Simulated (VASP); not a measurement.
# Te (Im-3m) in VASP: further runs

Te is run at these levels: PBE, HSE06; tasks: single point.

Everything below comes from runs of VASP 6.6.1. Logs are shortened: lines on timing, memory, paths and dates and some standing lists are left out, and cuts for length are marked.

### 1 The cell of the first run

The structure is cubic, space group Im-3m (No. 229). The conventional cell has a = 3.849 Å, b = 3.849 Å, c = 3.849 Å, α = 90.00°, β = 90.00°, γ = 90.00°. Te (site symmetry m-3m) has 14 Te at 3.33 to 3.85 Å within 4.4 Å.

This isn't the form of Te at room conditions, which is trigonal, of chains.

### 2 Single point, PBE

File INCAR:

```
PREC     = Accurate       # precision mode
ENCUT    = 520            # plane-wave cutoff, eV
EDIFF    = 1E-6           # SCF threshold, eV
ISMEAR   = -1             # smearing method
SIGMA    = 0.1            # smearing width, eV
LREAL    = F              # projectors in reciprocal space
LASPH    = T              # aspherical terms in the spheres
NELM     = 80             # most SCF steps
ALGO     = Normal         # electronic algorithm
ISIF     = 2              # what is computed and relaxed
LWAVE    = F              # write WAVECAR
LCHARG   = T              # write CHGCAR
GGA      = PE             # functional
LELF     = T              # ELF
LVHAR    = T            
NBANDS   = 9              # bands
```

File KPOINTS:

```
Automatic mesh
0
Gamma
  6 6 6
```

File POSCAR:

```
Te
1.0
   -1.9247105966      1.9247105966      1.9247105966
    1.9247105966     -1.9247105966      1.9247105966
    1.9247105966      1.9247105966     -1.9247105966
Te
1
Direct
    0.0000000000      0.0000000000      0.0000000000
```

Potentials or basis: VASP PAW PBE potentials, release 64 (Te).

Command:

```console
cat potpaw_PBE.64/Te/POTCAR > POTCAR
mpirun -np 1 vasp_std > vasp.out
```

OUTCAR:

```text
PREC = Accurate
   ENCUT = 520
   EDIFF = 1E-6
   ISMEAR = -1
   LREAL = F
   LASPH = T
   NELM = 80
   ISIF = 2
   GGA = PE

 ion  position               nearest neighbor table
   1  0.000  0.000  0.000-

  LATTYP: Found a body centered cubic cell.
 ALAT       =     3.8494211932

  Lattice vectors:

 A1 = (  -1.9247105966,   1.9247105966,   1.9247105966)
 A2 = (   1.9247105966,  -1.9247105966,   1.9247105966)
 A3 = (   1.9247105966,   1.9247105966,  -1.9247105966)

Analysis of symmetry for initial positions (statically):
=====================================================================
 Subroutine PRICEL returns:
 Original cell was already a primitive cell.

 Routine SETGRP: Setting up the symmetry group for a
 body centered cubic supercell.

 Subroutine GETGRP returns: Found 48 space group operations
 (whereof 48 operations were pure point group operations)
 out of a pool of 48 trial point group operations.

The static configuration has the point symmetry O_h .

Analysis of symmetry for dynamics (positions and initial velocities):
=====================================================================
 Subroutine PRICEL returns:
 Original cell was already a primitive cell.

 Routine SETGRP: Setting up the symmetry group for a
 body centered cubic supercell.

 Subroutine GETGRP returns: Found 48 space group operations
 (whereof 48 operations were pure point group operations)
 out of a pool of 48 trial point group operations.

The dynamic configuration has the point symmetry O_h .

 Subroutine INISYM returns: Found 48 space group operations
 (whereof 48 operations are pure point group operations),
 and found     1 'primitive' translations

----------------------------------------------------------------------------------------

                                     Primitive cell

  volume of cell :      28.5204

  direct lattice vectors                    reciprocal lattice vectors
    -1.924710597  1.924710597  1.924710597     0.000000000  0.259779315  0.259779315
     1.924710597 -1.924710597  1.924710597     0.259779315  0.000000000  0.259779315
     1.924710597  1.924710597 -1.924710597     0.259779315  0.259779315  0.000000000

  length of vectors
     3.333696543  3.333696543  3.333696543     0.367383430  0.367383430  0.367383430

  position of ions in fractional coordinates (direct lattice)
     0.000000000  0.000000000  0.000000000

  ion indices of the primitive-cell ions
   primitive index   ion index
                 1           1

----------------------------------------------------------------------------------------

 KPOINTS: Automatic mesh

Automatic generation of k-mesh.
 Grid dimensions read from file:
 generate k-points for:    6    6    6

 Generating k-lattice:

  Cartesian coordinates                     Fractional coordinates (reciprocal lattice)
     0.000000000  0.043296552  0.043296552     0.166666667  0.000000000  0.000000000
     0.043296552  0.000000000  0.043296552     0.000000000  0.166666667  0.000000000
     0.043296552  0.043296552  0.000000000     0.000000000  0.000000000  0.166666667

  Length of vectors
     0.061230572  0.061230572  0.061230572

  Shift w.r.t. Gamma in fractional coordinates (k-lattice)
     0.000000000  0.000000000  0.000000000

 Subroutine IBZKPT returns following result:
 ===========================================

 Found     16 irreducible k-points:

 Following reciprocal coordinates:
            Coordinates               Weight
  0.000000  0.000000  0.000000      1.000000
  0.166667  0.000000  0.000000     12.000000
  0.333333  0.000000  0.000000     12.000000
  0.500000  0.000000  0.000000      6.000000
  0.166667  0.166667  0.000000     24.000000
  0.333333  0.166667 -0.000000     48.000000
[... 8 lines left out ...]
  0.500000  0.500000  0.333333     12.000000
  0.500000  0.500000  0.500000      1.000000
   k-points           NKPTS =     16   k-points in BZ     NKDIM =     16   number of bands    NBANDS=      9
   number of dos      NEDOS =    301   number of ions     NIONS =      1
   total plane-waves  NPLWV =  21952
   dimension x,y,z NGX =    28 NGY =   28 NGZ =   28
   dimension x,y,z NGXF=    56 NGYF=   56 NGZF=   56
   ions per type =               1
   NGX,Y,Z   is equivalent  to a cutoff of  13.96, 13.96, 13.96 a.u.
   NGXF,Y,Z  is equivalent  to a cutoff of  27.93, 27.93, 27.93 a.u.
 SYSTEM =  unknown system
   PREC   = accura    normal or accurate (medium, high low for compatibility)
   ISTART =      0    job   : 0-new  1-cont  2-samecut
   ICHARG =      2    charge: 1-file 2-atom 10-const
   ISPIN  =      1    spin polarized calculation?
   LNONCOLLINEAR =      F non collinear calculations
   LSORBIT =      F    spin-orbit coupling
   LASPH  =      T    aspherical Exc in radial PAW
   ENCUT  =  520.0 eV  38.22 Ry    6.18 a.u.   6.20  6.20  6.20*2*pi/ulx,y,z
   NELM   =     80;   NELMIN=  2; NELMDL= -5     # of ELM steps
   EDIFF  = 0.1E-05   stopping-criterion for ELM
   LREAL  =      F    real-space projection
   EDIFFG = 0.1E-04   stopping-criterion for IOM
   NSW    =      0    number of steps for IOM
   IBRION =     -1    ionic relax: 0-MD 1-quasi-New 2-CG
   NFREE  =      0    steps in history (QN), initial steepest desc. (CG)
   ISIF   =      2    stress and relaxation
   ISYM   =      2    0-nonsym 1-usesym 2-fastsym
   POTIM  = 0.5000    time-step for ionic-motion
   TEBEG  =    0.0;   TEEND  =   0.0 temperature during run
   PSTRESS=    0.0 pullay stress
   NELECT =       6.0000    total number of electrons
   NUPDOWN=      -1.0000    fix difference up-down
   EMIN   =  10.00;   EMAX   =-10.00  energy-range for DOS
   EFERMI =   0.00;   METHOD = LEGACY
   ISMEAR =    -1;   SIGMA  =   0.10  broadening in eV -4-tet -1-fermi 0-gaus
   EFERMI_NEDOS =   21; number of points for ismear=-14 and -15
   IALGO  =     38    algorithm
   IMIX   =      4    mixing-type and parameters
     AMIX     =   0.40;   BMIX     =  1.00
     AMIX_MAG =   1.60;   BMIX_MAG =  1.00
  volume/ion in A,a.u.               =      28.52       192.47
  Fermi-wavevector in a.u.,A,eV,Ry     =   0.973658  1.839947 12.898460  0.948010
  Thomas-Fermi vector in A             =   2.104055
   LORBIT       =      0    0 simple, 1 ext, 2 COOP (PROOUT), +10 PAW based schemes
   GGA     = PE    functional components
   LHFCALC =     F    Hartree Fock is set to
   AEXX    =    0.0000 exact exchange contribution
   IVDW    =     0    specifies the selected vdW correction
   LEPSILON=     F    determine dielectric tensor
   LRPA    =     F    only Hartree local field effects (RPA)
 non-spin polarized calculation
  energy-cutoff  :      520.00
  volume of cell :       28.52
 maximum number of plane-waves:       784
 NGX is ok and might be reduce to    28
   NGX = 13   NGY = 13   NGZ = 13

 number of electron       6.0000000 magnetization

 Free energy of the ion-electron system (eV)
  ---------------------------------------------------
  ext. energy  EPLUGINS =         0.00000000
  ---------------------------------------------------
  free energy    TOTEN  =        -2.80400698 eV

  energy without entropy =       -2.76622860  energy(sigma->0) =       -2.78511779

 E-fermi :   8.0259     XC(G=0): -10.0698

 val. band max:        7.8863521732   @ k =   0.1667   0.1667   0.0000
 cond. band min:       8.0465273814   @ k =   0.1667   0.0000   0.0000
 fundamental gap:      0.1601752082
 Fermi energy:         8.0259385385

 k-point     1 :       0.0000    0.0000    0.0000
  band No.  band energies     occupation
      1      -6.0310      2.00000
      2      10.7829      0.00000
      3      10.7829      0.00000
      4      10.7829      0.00000
      5      17.6022      0.00000
      6      17.6883      0.00000
      7      17.6883      0.00000
      8      17.6883      0.00000
      9      19.7341      0.00000

 k-point     2 :       0.1667    0.0000    0.0000
  band No.  band energies     occupation
      1      -5.5344      2.00000
      2       8.0465      0.89742
      3       9.7722      0.00000
      4      10.5439      0.00000
      5      15.7188      0.00000
      6      16.1192      0.00000
      7      18.6468      0.00000
      8      18.9041      0.00000
      9      19.5535      0.00000

 k-point     3 :       0.3333    0.0000    0.0000
  band No.  band energies     occupation
      1      -4.1723      2.00000
      2       4.0536      2.00000
      3       8.3969      0.04782
      4      10.0521      0.00000
      5      13.9208      0.00000
      6      14.7573      0.00000
      7      19.3052      0.00000
      8      20.2082      0.00000
      9      23.4523      0.00000

 k-point     4 :       0.5000    0.0000    0.0000
  band No.  band energies     occupation
      1      -3.0139      2.00000
      2       1.9228      2.00000
      3       7.8629      1.67238
      4       9.8095      0.00000
      5      13.3393      0.00000
      6      14.2942      0.00000
      7      20.6914      0.00000
      8      22.3093      0.00000
      9      22.4845      0.00000
[... 109 lines left out ...]
 k-point    14 :      -0.3333    0.3333    0.3333
  band No.  band energies     occupation
      1      -2.5056      2.00000
      2       4.9222      2.00000
      3       5.9424      2.00000
      4       5.9424      2.00000
      5      11.7818      0.00000
      6      15.4210      0.00000
      7      20.8261      0.00000
      8      20.8261      0.00000
      9      21.0863      0.00000

 k-point    15 :       0.5000    0.5000    0.3333
  band No.  band energies     occupation
      1      -1.5693      2.00000
      2       3.7968      2.00000
      3       5.4120      2.00000
      4       5.9884      2.00000
      5      11.9413      0.00000
      6      12.8782      0.00000
      7      20.5105      0.00000
      8      21.2270      0.00000
      9      25.9167      0.00000

 k-point    16 :       0.5000    0.5000    0.5000
  band No.  band energies     occupation
      1      -0.8307      2.00000
      2       4.8819      2.00000
      3       4.8819      2.00000
      4       4.8819      2.00000
      5      10.7696      0.00000
      6      10.7696      0.00000
      7      24.9959      0.00000
      8      25.7352      0.00000
      9      25.7358      0.00000

------------------------ aborting loop because EDIFF is reached ----------------------------------------

  FORCE on cell =-STRESS in cart. coord.  units (eV):
  Direction    XX          YY          ZZ          XY          YZ          ZX
  --------------------------------------------------------------------------------------
  -------------------------------------------------------------------------------------
  Total       -0.0445957     -0.0445957     -0.0445957     -0.0000000      0.0000000     -0.0000000
  in kB       -2.5052290     -2.5052290     -2.5052290     -0.0000000      0.0000000     -0.0000000
  external PRESSURE =      -2.5052290 kB  Pullay stress =       0.0000000 kB

 VOLUME and BASIS-vectors are now :
 -----------------------------------------------------------------------------
  energy-cutoff  :      520.00
  volume of cell :       28.52
      direct lattice vectors                 reciprocal lattice vectors
    -1.924710597  1.924710597  1.924710597     0.000000000  0.259779315  0.259779315
     1.924710597 -1.924710597  1.924710597     0.259779315  0.000000000  0.259779315
     1.924710597  1.924710597 -1.924710597     0.259779315  0.259779315  0.000000000

 POSITION                                       TOTAL-FORCE (eV/Angst)
 -----------------------------------------------------------------------------------
      0.00000      0.00000      0.00000        -0.000000      0.000000     -0.000000
 -----------------------------------------------------------------------------------
    total drift:                               -0.000000      0.000000      0.000000

  FREE ENERGIE OF THE ION-ELECTRON SYSTEM (eV)
  ---------------------------------------------------
  free  energy   TOTEN  =        -2.8040069839 eV

  energy  without entropy=       -2.7662285995  energy(sigma->0) =       -2.78511779
```

Wall time 3.9 s (1 thread of Intel Xeon 6975P-C (Granite Rapids), shared host); peak memory 0.15 GiB.

What came out:

| Property | Result |
| --- | --- |
| Free energy | -2.8040 eV |
| Pressure | -0.3 GPa |
| Band gap on the k mesh | zero (bands 3 and 4 overlap by 5.90 eV) |

Caveat: the k points lie up to 0.38 Å⁻¹ apart, too coarse for converged energies and pressures of a metal; spin-orbit coupling is left out, which moves the levels of the heavy elements.

### 3 Single point, HSE06

POSCAR is that of step 2.

File INCAR.step1:

```
PREC     = Accurate       # precision mode
ENCUT    = 520            # plane-wave cutoff, eV
EDIFF    = 1E-5           # SCF threshold, eV
ISMEAR   = -1             # smearing method
SIGMA    = 0.1            # smearing width, eV
LREAL    = F              # projectors in reciprocal space
LASPH    = T              # aspherical terms in the spheres
NELM     = 80             # most SCF steps
ALGO     = Normal         # electronic algorithm
ISIF     = 2              # what is computed and relaxed
LWAVE    = T              # write WAVECAR
LCHARG   = F              # write CHGCAR
NBANDS   = 9              # bands
GGA      = PE             # functional
```

File INCAR.step2:

```
PREC     = Accurate       # precision mode
ENCUT    = 520            # plane-wave cutoff, eV
EDIFF    = 1E-7           # SCF threshold, eV
ISMEAR   = -1             # smearing method
SIGMA    = 0.1            # smearing width, eV
LREAL    = F              # projectors in reciprocal space
LASPH    = T              # aspherical terms in the spheres
NELM     = 80             # most SCF steps
ALGO     = Normal         # electronic algorithm
ISIF     = 2              # what is computed and relaxed
LWAVE    = F              # write WAVECAR
LCHARG   = F              # write CHGCAR
GGA      = PE             # functional
LHFCALC  = T              # exact exchange
HFSCREEN = 0.2079         # screening, 1/A
PRECFOCK = Normal       
NBANDS   = 9              # bands
ISTART   = 1
```

KPOINTS is that of step 2.

Potentials or basis: VASP PAW PBE potentials, release 64 (Te).

Command:

```console
cat potpaw_PBE.64/Te/POTCAR > POTCAR
cp INCAR.step1 INCAR
mpirun -np 1 vasp_std > vasp.out
cp INCAR.step2 INCAR
mpirun -np 1 vasp_std > vasp.out
```

It took 5.2 min on 1 thread of Intel Xeon 6975P-C (Granite Rapids), shared host; peak memory 0.26 GiB.

It converged, with:

```yaml
Free_energy: -3.4910 eV
Pressure: -3.5 GPa
Band_gap_on_the_k_mesh: zero (bands 3 and 4 overlap by 6.83 eV)
```

Levels at points of the mesh, in eV from the Fermi level:
```
           k point  band 1  band 2  band 3  band 4  band 5  band 6  band 7  band 8
(0.00, 0.00, 0.00)  -15.64    3.16    3.16    3.16    9.83   10.34   10.34   10.34
(0.50, 0.00, 0.00)  -12.26   -6.99   -0.25    2.13    5.70    6.73   13.64   15.13
(0.50, 0.50, 0.50)   -9.71   -3.67   -3.67   -3.67    3.07    3.07   18.23   18.75
```

Caveat: the k points lie up to 0.38 Å⁻¹ apart, too coarse for converged energies and pressures of a metal; the PAW data sets were made with another functional, which shifts forces and pressure a little; spin-orbit coupling is left out, which moves the levels of the heavy elements.
